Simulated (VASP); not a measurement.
Lu, 1 atom in the cell. Symmetry: Im-3m, No. 229, cubic system. The conventional cell has a = 4.099 Å, b = 4.099 Å, c = 4.099 Å, α = 90.00°, β = 90.00°, γ = 90.00°. Within 4.7 Å of Lu (site symmetry m-3m) lie 14 Lu at 3.55 to 4.10 Å. This isn't the form of Lu at room conditions, which is hcp.

```yaml
Program: VASP 6.6.1
Task: single point
Functional: revPBE
Potentials_or_basis: VASP PAW PBE potentials, release 64 (Lu)
Cutoff: 520 eV
k_mesh: 13 × 13 × 13
Occupations: fermi-dirac, width 0.1 eV
Spin: no spin polarisation
Dipole_correction: no
Further_INCAR_settings: ALGO = Normal; EDIFF = 1e-06; NBANDS = 18
```

Potentials or basis: VASP PAW PBE potentials, release 64 (Lu).

Launch:

```console
$ cat potpaw_PBE.64/Lu/POTCAR > POTCAR
$ mpirun -np 1 vasp_std > vasp.out
```

Hardware: 1 thread of Intel(R) Xeon(R) Platinum 8559C (Emerald Rapids), on a shared host.

Question: Estimate the wall time of this run.

Answer: Wall time 31 s on 1 thread of Intel(R) Xeon(R) Platinum 8559C (Emerald Rapids), with other jobs on the host, peak memory 0.2 GiB. Counts: scf iterations 12, k points 84.
